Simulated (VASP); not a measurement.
**Sb2Se3: single point with PBEsol**

Crystal: Sb2Se3.

```xyz
5
Lattice="2.0085 -1.1596 9.3990 0.0000 2.3192 9.3990 -2.0085 -1.1596 9.3990" Properties=species:S:1:pos:R:3 pbc="T T T"
Sb    0.0000    0.0000   11.2572
Sb    0.0000    0.0000   16.9397
Se    0.0000    0.0000    0.0000
Se    0.0000    0.0000    5.9856
Se    0.0000    0.0000   22.2114
```

```json
{
 "Program": "VASP 6.6.1",
 "Task": "single point",
 "Functional": "PBEsol",
 "Potentials or basis": "VASP PAW PBE potentials, release 64 (Sb, Se)",
 "Cutoff": "500 eV",
 "k mesh": "10 × 10 × 10",
 "Occupations": "gaussian, width 0.02 eV",
 "Spin": "no spin polarisation",
 "Dipole correction": "no",
 "Further INCAR settings": "ALGO = Normal; EDIFF = 1e-06; NBANDS = 22"
}
```

| Property | Result |
| --- | --- |
| Pressure | 0.1 GPa |
| Largest force | 0.033 eV/Å |
| Band gap on the k mesh | 0.28 eV |

Forces on the atoms (eV/Å):
```
Sb   0.000  0.000 -0.033
Sb   0.000  0.000  0.033
Se   0.000  0.000  0.000
Se   0.000  0.000 -0.028
Se   0.000  0.000  0.028
```

Levels at points of the mesh, in eV from the valence-band top:
```
           k point  band 10  band 11  band 12  band 13  band 14  band 15  band 16  band 17  band 18  band 19
(0.00, 0.00, 0.00)    -2.12    -2.12    -1.54    -1.54     0.00     0.28     0.97     0.97     2.05     2.44
(0.50, 0.00, 0.00)    -3.38    -3.27    -2.50    -1.59    -0.43     0.54     1.48     2.80     2.86     3.41
(0.50, 0.50, 0.00)    -2.94    -2.19    -2.15    -2.03    -0.95     1.00     1.59     2.18     2.93     3.29
(0.50, 0.50, 0.50)    -1.89    -1.72    -1.72    -1.18    -0.63     0.66     1.28     1.28     2.05     2.08
```

It took 41 min on 1 thread of Oxide Virtual Turin-like Processor (shared host), peak memory 0.84 GiB.

Caveat: semilocal functionals underestimate gaps, and a narrow one can read as zero; the PAW data sets were made with another functional, which shifts forces and pressure a little; spin-orbit coupling is left out, which moves the levels of the heavy elements. A k mesh can miss the band edges.
